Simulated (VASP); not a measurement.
## Rh: single point with PBEsol

Crystal: Rh.

```
Rh
1.0
     0.00000    1.89785    1.89785
     1.89785    0.00000    1.89785
     1.89785    1.89785    0.00000
Rh
1
Cartesian
  0.0000 0.0000 0.0000
```

| Item | Value |
| --- | --- |
| Program | VASP 6.6.1 |
| Task | single point |
| Functional | PBEsol |
| Potentials or basis | VASP PAW PBE potentials, release 64 (Rh_pv) |
| Cutoff | 520 eV |
| k mesh | 16 × 16 × 16 |
| Occupations | gaussian, width 0.05 eV |
| Spin | no spin polarisation |
| Dipole correction | no |
| Further INCAR settings | ALGO = Normal; EDIFF = 1e-06; NBANDS = 14 |

* Pressure: -3.6 GPa

Levels at points of the mesh, in eV from the Fermi level:
```
           k point  band 5  band 6  band 7  band 8  band 9  band 10
(0.00, 0.00, 0.00)   -3.11   -3.11   -3.11   -0.97   -0.97    15.94
(0.50, 0.00, 0.00)   -3.18   -3.18    0.60    0.60    0.66     8.66
(0.50, 0.50, 0.00)   -6.01    0.58    1.02    1.02    3.20    12.31
```

Wall time 18 s on 1 thread of Intel Xeon 6975P-C, with other jobs on the host, peak memory 0.14 GiB.

Caveat: the PAW data sets were made with another functional, which shifts forces and pressure a little.
